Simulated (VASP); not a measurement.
Input of a VASP 6.6.1 run:

Contents of INCAR:

```
SYSTEM = HfC
PREC = Accurate
ENCUT = 520
EDIFF = 1E-6
ISMEAR = -1
SIGMA = 0.1
LREAL = .FALSE.
LASPH = .TRUE.
NELM = 100
ALGO = Normal
ISIF = 2
LWAVE = .FALSE.
LCHARG = .FALSE.
NBANDS = 22
```

KPOINTS

```
Automatic mesh
0
G
  8 8 5
  0 0 0
```

POSCAR

```
HfC
1.0
    3.3204300314      0.0000000000      0.0000000000
   -1.6602150207      2.8755767579      0.0000000000
    0.0000000000      0.0000000000      5.1677954043
Hf C
2 2
Direct
    0.6666666667      0.3333333333      0.7500000000
    0.3333333333      0.6666666667      0.2500000000
    0.0000000000      0.0000000000      0.0000000000
    0.0000000000      0.0000000000      0.5000000000
```

Potentials or basis: VASP PAW LDA potentials, release 64 (Hf_pv, C).

Run with:

```sh
$ cat potpaw_LDA.64/Hf_pv/POTCAR potpaw_LDA.64/C/POTCAR > POTCAR
$ mpirun -np 1 vasp_std > vasp.out
```

Q: What does it give for the pressure?

A: -7.8 GPa.

Q: Predict the band gap on the k mesh.

A: Zero (band 14 reaches 7.44 eV, above the bottom of band 15 at 6.26 eV).

Stress tensor (GPa, compression positive):
```
-8.90  0.00  0.00
 0.00 -8.90  0.00
 0.00  0.00 -5.75
```

Caveat: spin-orbit coupling is left out, which moves the levels of the heavy elements.
